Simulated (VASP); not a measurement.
# Cd (Im-3m) in VASP: relaxation of cell and atoms with PBE

Aim: the relaxation of cell and atoms of Cd with PBE.

Program: VASP 6.6.1. These are calculated values, not measurements. Logs are shortened: lines on timing, memory, paths and dates and some standing lists are left out, and cuts for length are marked.

**1. The cell of the first run**

The structure is cubic, space group Im-3m (No. 229). Conventional cell: a = 3.154 Å, b = 3.154 Å, c = 3.154 Å, α = 90.00°, β = 90.00°, γ = 90.00°. Within 3.6 Å of Cd (site symmetry m-3m) lie 14 Cd at 2.73 to 3.15 Å.

**2. Relaxation of cell and atoms, PBE, target pressure 48 GPa, at which the enthalpy is minimised**

INCAR

```
PREC = Accurate
ENCUT = 600
EDIFF = 1E-6
ISMEAR = -1
SIGMA = 0.1
LREAL = False
LASPH = True
NELM = 60
ALGO = Normal
ISIF = 3
LWAVE = False
LCHARG = False
GGA = PE
IBRION = 2
NSW = 32
EDIFFG = -0.005
PSTRESS = 480.0
```

KPOINTS

```
regular mesh
0
Gamma
  17 17 17
```

POSCAR

```
Cd
1.0
   -1.5767539585      1.5767539585      1.5767539585
    1.5767539585     -1.5767539585      1.5767539585
    1.5767539585      1.5767539585     -1.5767539585
Cd
1
Direct
    0.0000000000      0.0000000000      0.0000000000
```

Potentials or basis: VASP PAW PBE potentials, release 64 (Cd).

Command:

```
$ cat potpaw_PBE.64/Cd/POTCAR > POTCAR
$ mpirun -np 1 vasp_std > vasp.out
```

OUTCAR:

```text
PREC = Accurate
   ENCUT = 600
   EDIFF = 1E-6
   ISMEAR = -1
   LREAL = False
   LASPH = True
   NELM = 60
   ISIF = 3
   GGA = PE
   IBRION = 2
   NSW = 32
   EDIFFG = -0.005
   PSTRESS = 480.0

 ion  position               nearest neighbor table
   1  0.000  0.000  0.000-

  LATTYP: Found a body centered cubic cell.
 ALAT       =     3.1535079170

  Lattice vectors:

 A1 = (  -1.5767539585,   1.5767539585,   1.5767539585)
 A2 = (   1.5767539585,  -1.5767539585,   1.5767539585)
 A3 = (   1.5767539585,   1.5767539585,  -1.5767539585)

Analysis of symmetry for initial positions (statically):
=====================================================================
 Subroutine PRICEL returns:
 Original cell was already a primitive cell.

 Routine SETGRP: Setting up the symmetry group for a
 body centered cubic supercell.

 Subroutine GETGRP returns: Found 48 space group operations
 (whereof 48 operations were pure point group operations)
 out of a pool of 48 trial point group operations.

The static configuration has the point symmetry O_h .

Analysis of symmetry for dynamics (positions and initial velocities):
=====================================================================
 Subroutine PRICEL returns:
 Original cell was already a primitive cell.

 Routine SETGRP: Setting up the symmetry group for a
 body centered cubic supercell.

 Subroutine GETGRP returns: Found 48 space group operations
 (whereof 48 operations were pure point group operations)
 out of a pool of 48 trial point group operations.

The dynamic configuration has the point symmetry O_h .

 Subroutine INISYM returns: Found 48 space group operations
 (whereof 48 operations are pure point group operations),
 and found     1 'primitive' translations

----------------------------------------------------------------------------------------

                                     Primitive cell

  volume of cell :      15.6802

  direct lattice vectors                    reciprocal lattice vectors
    -1.576753959  1.576753959  1.576753959     0.000000000  0.317107179  0.317107179
     1.576753959 -1.576753959  1.576753959     0.317107179  0.000000000  0.317107179
     1.576753959  1.576753959 -1.576753959     0.317107179  0.317107179  0.000000000

  length of vectors
     2.731017967  2.731017967  2.731017967     0.448457273  0.448457273  0.448457273

  position of ions in fractional coordinates (direct lattice)
     0.000000000  0.000000000  0.000000000

  ion indices of the primitive-cell ions
   primitive index   ion index
                 1           1

----------------------------------------------------------------------------------------

 KPOINTS: regular mesh

Automatic generation of k-mesh.
 Grid dimensions read from file:
 generate k-points for:   17   17   17

 Generating k-lattice:

  Cartesian coordinates                     Fractional coordinates (reciprocal lattice)
     0.000000000  0.018653363  0.018653363     0.058823529  0.000000000  0.000000000
     0.018653363  0.000000000  0.018653363     0.000000000  0.058823529  0.000000000
     0.018653363  0.018653363  0.000000000     0.000000000  0.000000000  0.058823529

  Length of vectors
     0.026379840  0.026379840  0.026379840

  Shift w.r.t. Gamma in fractional coordinates (k-lattice)
     0.000000000  0.000000000  0.000000000

 Subroutine IBZKPT returns following result:
 ===========================================

 Found    165 irreducible k-points:

 Following reciprocal coordinates:
            Coordinates               Weight
  0.000000  0.000000  0.000000      1.000000
  0.058824  0.000000  0.000000     12.000000
  0.117647  0.000000  0.000000     12.000000
  0.176471  0.000000  0.000000     12.000000
  0.235294  0.000000  0.000000     12.000000
  0.294118  0.000000  0.000000     12.000000
[... 16 lines left out ...]
  0.411765  0.117647  0.000000     48.000000
  0.176471  0.176471  0.000000     24.000000
 [... further k-points ...]
   k-points           NKPTS =    165   k-points in BZ     NKDIM =    165   number of bands    NBANDS=     10
   number of dos      NEDOS =    301   number of ions     NIONS =      1
   total plane-waves  NPLWV =  13824
   dimension x,y,z NGX =    24 NGY =   24 NGZ =   24
   dimension x,y,z NGXF=    48 NGYF=   48 NGZF=   48
   ions per type =               1
   NGX,Y,Z   is equivalent  to a cutoff of  14.61, 14.61, 14.61 a.u.
   NGXF,Y,Z  is equivalent  to a cutoff of  29.22, 29.22, 29.22 a.u.
 SYSTEM =  unknown system
   PREC   = accura    normal or accurate (medium, high low for compatibility)
   ISTART =      0    job   : 0-new  1-cont  2-samecut
   ICHARG =      2    charge: 1-file 2-atom 10-const
   ISPIN  =      1    spin polarized calculation?
   LNONCOLLINEAR =      F non collinear calculations
   LSORBIT =      F    spin-orbit coupling
   LASPH  =      T    aspherical Exc in radial PAW
   ENCUT  =  600.0 eV  44.10 Ry    6.64 a.u.   5.45  5.45  5.45*2*pi/ulx,y,z
   NELM   =     60;   NELMIN=  2; NELMDL= -5     # of ELM steps
   EDIFF  = 0.1E-05   stopping-criterion for ELM
   LREAL  =      F    real-space projection
   EDIFFG = -.5E-02   stopping-criterion for IOM
   NSW    =     32    number of steps for IOM
   IBRION =      2    ionic relax: 0-MD 1-quasi-New 2-CG
   NFREE  =      1    steps in history (QN), initial steepest desc. (CG)
   ISIF   =      3    stress and relaxation
   ISYM   =      2    0-nonsym 1-usesym 2-fastsym
   POTIM  = 0.5000    time-step for ionic-motion
   TEBEG  =    0.0;   TEEND  =   0.0 temperature during run
   PSTRESS=  480.0 pullay stress
   NELECT =      12.0000    total number of electrons
   NUPDOWN=      -1.0000    fix difference up-down
   EMIN   =  10.00;   EMAX   =-10.00  energy-range for DOS
   EFERMI =   0.00;   METHOD = LEGACY
   ISMEAR =    -1;   SIGMA  =   0.10  broadening in eV -4-tet -1-fermi 0-gaus
   EFERMI_NEDOS =   21; number of points for ismear=-14 and -15
   IALGO  =     38    algorithm
   IMIX   =      4    mixing-type and parameters
     AMIX     =   0.40;   BMIX     =  1.00
     AMIX_MAG =   1.60;   BMIX_MAG =  1.00
  volume/ion in A,a.u.               =      15.68       105.82
  Fermi-wavevector in a.u.,A,eV,Ry     =   1.497447  2.829764 30.508970  2.242346
  Thomas-Fermi vector in A             =   2.609333
   LORBIT       =      0    0 simple, 1 ext, 2 COOP (PROOUT), +10 PAW based schemes
   GGA     = PE    functional components
   LHFCALC =     F    Hartree Fock is set to
   AEXX    =    0.0000 exact exchange contribution
   IVDW    =     0    specifies the selected vdW correction
   LEPSILON=     F    determine dielectric tensor
   LRPA    =     F    only Hartree local field effects (RPA)
 conjugate gradient relaxation of ions
 non-spin polarized calculation
  energy-cutoff  :      600.00
  volume of cell :       15.68
 maximum number of plane-waves:       539
 NGX is ok and might be reduce to    24
   NGX = 11   NGY = 11   NGZ = 11

--------------------------------------- Ionic step        1  -------------------------------------------

 number of electron      12.0000001 magnetization

 Free energy of the ion-electron system (eV)
  ---------------------------------------------------
  ext. energy  EPLUGINS =         0.00000000
  ---------------------------------------------------
  free energy    TOTEN  =         0.07055336 eV

  energy without entropy =        0.07968503  energy(sigma->0) =        0.07511920

------------------------ aborting loop because EDIFF is reached ----------------------------------------

  FORCE on cell =-STRESS in cart. coord.  units (eV):
  Direction    XX          YY          ZZ          XY          YZ          ZX
  --------------------------------------------------------------------------------------
  -------------------------------------------------------------------------------------
  Total        4.8310781      4.8310781      4.8310781      0.0000000      0.0000000     -0.0000000
  in kB      493.6314905    493.6314905    493.6314905      0.0000000      0.0000000     -0.0000000
  external PRESSURE =      13.6314905 kB  Pullay stress =     480.0000000 kB
[... 59 lines left out ...]
  enthalpy is  TOTEN    =         4.7704132151 eV   P V=        4.7889568012

--------------------------------------- Ionic step        3  -------------------------------------------

 number of electron      11.9999999 magnetization

 Free energy of the ion-electron system (eV)
  ---------------------------------------------------
  ext. energy  EPLUGINS =         0.00000000
  ---------------------------------------------------
  free energy    TOTEN  =         0.04588347 eV

  energy without entropy =        0.05501453  energy(sigma->0) =        0.05044900

 E-fermi :   6.2983     XC(G=0): -12.8274

 val. band max:        6.2459242707   @ k =   0.4118   0.1176   0.0000
 cond. band min:       6.2992762101   @ k =  -0.4118  -0.4118   0.0588
 fundamental gap:      0.0533519394
 Fermi energy:         6.2983483734

 k-point     1 :       0.0000    0.0000    0.0000
  band No.  band energies     occupation
      1      -5.9076      2.00000
      2      -4.7949      2.00000
      3      -4.7949      2.00000
      4      -4.7949      2.00000
      5      -3.5757      2.00000
      6      -3.5757      2.00000
      7      22.7478      0.00000
      8      22.7478      0.00000
      9      22.7478      0.00000
     10      27.6597      0.00000
[... 287 lines left out ...]
 k-point    24 :       0.1765    0.1765    0.0000
  band No.  band energies     occupation
      1      -5.2887      2.00000
      2      -4.9615      2.00000
      3      -4.2836      2.00000
      4      -3.8299      2.00000
      5      -3.4833      2.00000
      6      -1.7094      2.00000
      7      14.4450      0.00000
      8      14.6413      0.00000
      9      19.3043      0.00000
     10      23.6018      0.00000

 [... further k-points ...]
[... 5 lines left out ...]
  --------------------------------------------------------------------------------------
  -------------------------------------------------------------------------------------
  Total        4.7215570      4.7215570      4.7215570      0.0000000      0.0000000      0.0000000
  in kB      479.9552712    479.9552712    479.9552712      0.0000000      0.0000000      0.0000000
  external PRESSURE =      -0.0447288 kB  Pullay stress =     480.0000000 kB
[... 16 lines left out ...]
  FREE ENERGIE OF THE ION-ELECTRON SYSTEM (eV)
  ---------------------------------------------------
  free  energy   TOTEN  =         0.0458834735 eV

  energy  without entropy=        0.0550145254  energy(sigma->0) =        0.05044900

  enthalpy is  TOTEN    =         4.7678804835 eV   P V=        4.7219970099

 reached required accuracy - stopping structural energy minimisation
```

Run time: 19 s. Hardware: 1 thread of Intel Xeon 6975P-C (Granite Rapids), shared host; peak memory 0.17 GiB.

What came out:

- Free energy: 0.0459 eV
- Relaxed volume: 15.76 Å³/atom
- Relaxed cell: a = 2.736 Å, b = 2.736 Å, c = 2.736 Å, α = 109.47°, β = 109.47°, γ = 109.47°
- Space group after relaxing (to 0.05 Å): Im-3m (No. 229)
- Energy change on relaxing (the enthalpy is what falls): -24.7 meV/atom
- Ionic steps: 3
- Pressure after relaxing: 48.0 GPa
- Band gap on the k mesh: zero (band 6 reaches 9.26 eV, above the bottom of band 7 at 5.79 eV)

Step by step:
| step | energy change (eV) | largest force (eV/Å) | pressure (GPa) | volume (Å³) |
| --- | --- | --- | --- | --- |
| 1 | 0.0000 | 0.0000 | 49.36 | 15.68 |
| 2 | -0.0891 | 0.0000 | 44.43 | 15.98 |
| 3 | -0.0247 | 0.0000 | 48.00 | 15.76 |

Final structure:
```yaml
crystal:
  lattice:
    - [-1.57947, 1.57947, 1.57947]
    - [1.57947, -1.57947, 1.57947]
    - [1.57947, 1.57947, -1.57947]
  atoms:
    - { symbol: Cd, position: [0.00000, 0.00000, 0.00000] }
```

Levels at points of the mesh, in eV from the Fermi level:
| k point | band 2 | band 3 | band 4 | band 5 | band 6 | band 7 | band 8 | band 9 | band 10 |
| --- | --- | --- | --- | --- | --- | --- | --- | --- | --- |
| (0.00, 0.00, 0.00) | -11.09 | -11.09 | -11.09 | -9.87 | -9.87 | 16.45 | 16.45 | 16.45 | 21.36 |

Caveat: the cell is relaxed towards a set pressure, so the enthalpy falls and the energy may rise.
